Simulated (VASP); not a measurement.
Write the native input for VASP 6.6.1 that does the following.

```
Task                   : single point
Functional             : PBEsol
Potentials or basis    : VASP PAW PBE potentials, release 64 (Te, Sb, Cl)
Cutoff                 : 520 eV
k mesh                 : 5 × 5 × 5
Occupations            : methfessel-paxton, width 0.1369 eV
Spin                   : no spin polarisation
Dipole correction      : no
Further INCAR settings : ALGO = Normal; EDIFF = 1e-07; NBANDS = 39
```

The structure of Sb2TeCl6 lies in POSCAR:

```
Sb2TeCl6
1.0
    0.0000000000      6.2056343856      0.0000000000
    6.2056343856      0.0000000000      0.0000000000
    3.1028171928      3.1028171928     -4.3886085376
Te Sb Cl
1 2 6
Direct
    0.0000000000      0.0000000000      0.0000000000
    0.2500000000      0.7500000000      0.5000000000
    0.7500000000      0.2500000000      0.5000000000
    0.2725090136      0.2725090136      0.4549819728
    0.7274909864      0.7274909864      0.5450180272
    0.2725305086      0.2725305086      0.0000000000
    0.2725305086      0.7274694914      0.0000000000
    0.7274694914      0.7274694914      0.0000000000
    0.7274694914      0.2725305086      0.0000000000
```

One way to write it, as run:

INCAR

```
ALGO = Normal
EDIFF = 1E-7
ENCUT = 520
GGA = PS
ISIF = 2
ISMEAR = 1
LASPH = True
LCHARG = False
LREAL = False
LWAVE = False
NBANDS = 39
NELM = 80
PREC = Accurate
SIGMA = 0.1369
```

KPOINTS

```
k-points
0
Gamma
  5 5 5
```

Potentials or basis: VASP PAW PBE potentials, release 64 (Te, Sb, Cl).

Command:

```bash
$ cat potpaw_PBE.64/Te/POTCAR potpaw_PBE.64/Sb/POTCAR potpaw_PBE.64/Cl/POTCAR > POTCAR
$ mpirun -np 1 vasp_std > vasp.out
```

Results of the run:

```yaml
Pressure: 19.9 GPa
Largest_force: 0.010 eV/Å
Band_gap_on_the_k_mesh: zero (bands 29 and 30 overlap by 0.85 eV)
```

Caveat: the cell stands under pressure; the PAW data sets were made with another functional, which shifts forces and pressure a little; spin-orbit coupling is left out, which moves the levels of the heavy elements.

Run time: 3.6 min on 1 thread of Oxide Virtual Turin-like Processor (shared host), peak memory 0.34 GiB.
